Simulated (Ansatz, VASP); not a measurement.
# One calculation of CsH3, two programs

```xyz
8
Lattice="-4.2916 -0.0343 0.0754 -2.2374 -2.0270 4.1697 -2.1689 6.3530 4.3422" Properties=species:S:1:pos:R:3 pbc="T T T"
Cs   -4.3064    0.2262    4.2143
Cs   -4.0931    4.4723    4.1988
H    -2.2068    1.8331    3.4034
H    -4.3232    4.2860    7.1787
H    -4.3831   -0.0603    1.1898
H    -6.6012    2.1697    5.2575
H    -2.1490    2.0368    4.2190
H    -6.7629   -1.9868    4.6015
```

Change from the starting cell: cell x2, atoms moved at random (sigma 0.15 Å) and cell strained at random (1.5 %), then relaxed without symmetry.

Alike in both runs: task relaxation of cell and atoms; functional PBE; k mesh 4 × 4 × 4; occupations gaussian, width 0.1 eV; no spin polarisation.

```csv
,VASP,Ansatz
version,VASP 6.6.1,Ansatz 0.2.0
potentials or method,"VASP PAW PBE potentials, release 64 (Cs_sv, H), cutoff 600 eV","scalar-relativistic, plane waves, PAW"
valence electrons in the cell,24,24
```

|  | VASP | Ansatz | Ansatz less VASP |
| --- | --- | --- | --- |
| gap on the k mesh at the Fermi level, each at its own relaxed structure (eV) | 3.08 | 2.52 | -0.558 |
| relaxed volume (Å³/atom) | 19.88 | 19.29 | -0.594 |
| relaxed cell length with the largest relative difference (Å) | 5.281 | 5.137 | -0.1445 |

Spin-orbit coupling is off throughout.
